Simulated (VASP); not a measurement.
**Os: single point with LDA**

The system is Os.

```
Os
1.0
     0.00000    2.30746    2.30746
     2.30746    0.00000    2.30746
     2.30746    2.30746    0.00000
Os
2
Direct
  0.87500 0.87500 0.87500
  0.12500 0.12500 0.12500
```

This isn't the form of Os at room conditions, which is hcp.

```yaml
Program: VASP 6.6.1
Task: single point
Functional: LDA
Potentials_or_basis: VASP PAW LDA potentials, release 64 (Os_sv_GW)
Cutoff: 560 eV
k_mesh: 13 × 13 × 13
Occupations: fermi-dirac, width 0.05 eV
Spin: no spin polarisation
Dipole_correction: no
Further_INCAR_settings: ALGO = Normal; EDIFF = 1e-06; NBANDS = 23
```

```
Pressure               : 382.6 GPa
Band gap on the k mesh : zero (bands 16 and 17 overlap by 2.14 eV)
```

Levels at points of the mesh, in eV from the Fermi level:
| k point | band 13 | band 14 | band 15 | band 16 | band 17 | band 18 | band 19 | band 20 |
| --- | --- | --- | --- | --- | --- | --- | --- | --- |
| (0.00, 0.00, 0.00) | -5.82 | -5.82 | -0.57 | -0.57 | -0.57 | 5.80 | 5.80 | 11.85 |

Run time: 44 s on 1 thread of Intel(R) Xeon(R) Platinum 8259CL CPU @ 2.50GHz (Skylake/Cascade Lake), on a shared host, peak memory 0.18 GiB.

Caveat: atoms lie so close that the PAW spheres overlap strongly, which falsifies energies and pressures; the cell stands under pressure; spin-orbit coupling is left out, which moves the levels of the heavy elements.
